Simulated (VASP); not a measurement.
WC: single point with PBEsol

The system is WC.

```xyz
2
Lattice="2.9065 0.0000 0.0000 -1.4532 2.5171 0.0000 0.0000 0.0000 2.8366" Properties=species:S:1:pos:R:3 pbc="T T T"
W     0.0000    0.0000    0.0000
C     1.4533    0.8390    1.4183
```

| Property | Result |
| --- | --- |
| Program | VASP 6.6.1 |
| Task | single point |
| Functional | PBEsol |
| Potentials or basis | VASP PAW PBE potentials, release 64 (W_sv, C) |
| Cutoff | 520 eV |
| k mesh | 14 × 14 × 13 |
| Occupations | gaussian, width 0.05 eV |
| Spin | non-collinear spin, zero start, spin-orbit coupling |
| Starting moments | [[0.0, 0.0, 0.0], [0.0, 0.0, 0.0]] μB |
| Dipole correction | no |
| Further INCAR settings | ALGO = Normal; EDIFF = 1e-07; NBANDS = 30 |

```yaml
Pressure: -1.5 GPa
Net_moment: 0.00 μB per cell
Valence_electrons_inside_the_program's_atomic_spheres: W 12.21; C 2.41
```

Stress tensor (GPa, compression positive):
```
-1.37  0.00  0.00
 0.00 -1.37  0.00
 0.00  0.00 -1.91
```

Moments on the atoms (μB; x, y, z):
```
W   0.00 0.00 0.00
C   0.00 0.00 0.00
```

Run time: 5.3 min on 1 thread of Intel(R) Xeon(R) Platinum 8488C (Sapphire Rapids), with other jobs on the host, peak memory 0.39 GiB.

Caveat: the PAW data sets were made with another functional, which shifts forces and pressure a little.
